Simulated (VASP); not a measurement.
Set up this calculation in VASP 6.6.1, as the native input.

```
Task                   : single point
Functional             : PBE
Potentials or basis    : VASP PAW PBE potentials, release 64 (Na_pv, Ir)
Cutoff                 : 520 eV
k mesh                 : 4 × 4 × 4
Occupations            : gaussian, width 0.1 eV
Spin                   : no spin polarisation
Dipole correction      : no
Further INCAR settings : ALGO = Normal; EDIFF = 1e-06; NBANDS = 34
```

The structure of NaIr2 lies in POSCAR:

```
NaIr2
1.0
    3.5073162389      0.0000000000      0.0000000000
    0.0000000000      3.5073162389      0.0000000000
    0.0000000000      0.0000000000     10.5720366391
Na Ir
2 4
Direct
    0.0000000000      0.0000000000      0.0000000000
    0.5000000000      0.5000000000      0.5000000000
    0.0000000000      0.5000000000      0.2613289980
    0.0000000000      0.5000000000      0.7613289980
    0.5000000000      0.0000000000      0.2386710020
    0.5000000000      0.0000000000      0.7386710020
```

These files were run (other wordings do the same):

INCAR

```
PREC = Accurate
ENCUT = 520
EDIFF = 1E-6
ISMEAR = 0
SIGMA = 0.1
LREAL = False
LASPH = True
NELM = 60
ALGO = Normal
ISIF = 2
LWAVE = False
LCHARG = False
GGA = PE
NBANDS = 34
```

KPOINTS

```
regular mesh
0
Gamma
  4 4 4
```

Potentials or basis: VASP PAW PBE potentials, release 64 (Na_pv, Ir).

Launch:

```sh
$ cat potpaw_PBE.64/Na_pv/POTCAR potpaw_PBE.64/Ir/POTCAR > POTCAR
$ mpirun -np 1 vasp_std > vasp.out
```

Results of the run:

```json
{"Pressure": "-0.1 GPa", "Largest force": "0.047 eV/Å", "Band gap on the k mesh": "zero (bands 25 and 26 overlap by 1.66 eV)"}
```

Caveat: the k points lie up to 0.45 Å⁻¹ apart, too coarse for converged energies and pressures of a metal; spin-orbit coupling is left out, which moves the levels of the heavy elements.

Run time: 66 s on 1 thread of Oxide Virtual Turin-like Processor (shared host), peak memory 0.23 GiB.
